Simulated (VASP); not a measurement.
Wanted: the native input for a VASP 6.6.1 run.

```yaml
Task: single point
Functional: PBE
Potentials_or_basis: VASP PAW PBE potentials, release 64 (Cd, Se)
Cutoff: 520 eV
k_mesh: 10 × 10 × 10
Occupations: gaussian, width 0.05 eV
Spin: no spin polarisation
Dipole_correction: no
Further_INCAR_settings: ALGO = Normal; EDIFF = 1e-06; NBANDS = 16
```

The structure of CdSe lies in POSCAR:

```
CdSe
1.0
    0.0000000000      3.3363215282      3.3363215282
    3.3363215282      0.0000000000      3.3363215282
    3.0836507778      3.0836507778      0.2526707504
Cd Se
1 1
Direct
    0.0000000000      0.0000000000      0.0000000000
    0.7500000000      0.7500000000      0.7500000000
```

One way to write it, as run:

INCAR

```
SYSTEM = CdSe
PREC = Accurate
ENCUT = 520
EDIFF = 1E-6
ISMEAR = 0
SIGMA = 0.05
LREAL = .False.
LASPH = .True.
NELM = 100
ALGO = Normal
ISIF = 2
LWAVE = .False.
LCHARG = .False.
GGA = PE
NBANDS = 16
```

KPOINTS

```
Automatic mesh
0
Gamma
  10 10 10
  0 0 0
```

Potentials or basis: VASP PAW PBE potentials, release 64 (Cd, Se).

Command:

```console
$ cat potpaw_PBE.64/Cd/POTCAR potpaw_PBE.64/Se/POTCAR > POTCAR
$ mpirun -np 1 vasp_std > vasp.out
```

Results of the run:

| Property | Result |
| --- | --- |
| Pressure | -2.4 GPa |
| Largest force | 0.662 eV/Å |
| Band gap on the k mesh | 0.50 eV, indirect (least direct gap 0.54 eV) |

It took 2.3 min on 1 thread of AMD EPYC 7R13 Processor (Zen 3), on a shared host, peak memory 0.25 GiB.
